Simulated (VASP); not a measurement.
Hf3Br, 4 atoms in the cell. It takes space group Im-3m (No. 229, cubic). Conventional cell: a = 5.735 Å, b = 5.735 Å, c = 5.735 Å, α = 90.00°, β = 90.00°, γ = 90.00°. Within 3.8 Å of Hf (site symmetry 4/mmm) lie 4 Hf at 2.87 Å and 2 Br at 2.87 Å. Within 3.8 Å of Br (site symmetry m-3m) lie 6 Hf at 2.87 Å. 

```yaml
Program: VASP 6.6.1
Task: relaxation of cell and atoms
Functional: PBE
Potentials_or_basis: VASP PAW PBE potentials, release 64 (Hf_pv, Br)
Cutoff: 600 eV
k_mesh: 12 × 12 × 12
Occupations: gaussian, width 0.1 eV
Spin: no spin polarisation
Dipole_correction: no
Further_INCAR_settings: ALGO = Normal; EDIFF = 1e-06; IBRION = 2; EDIFFG = -0.01; NSW = 100; ISIF = 3
```

Potentials or basis: VASP PAW PBE potentials, release 64 (Hf_pv, Br).

Launch:

```sh
$ cat potpaw_PBE.64/Hf_pv/POTCAR potpaw_PBE.64/Br/POTCAR > POTCAR
$ mpirun -np 1 vasp_std > vasp.out
```

Hardware: 1 thread of Oxide Virtual Turin-like Processor, with other jobs on the host.

**Question.** Estimate the wall time of this run.

**Answer.** Run time: 5.8 min on 1 thread of Oxide Virtual Turin-like Processor, with other jobs on the host, peak memory 0.34 GiB. Counts: scf iterations 26, k points 72, ion steps 3.
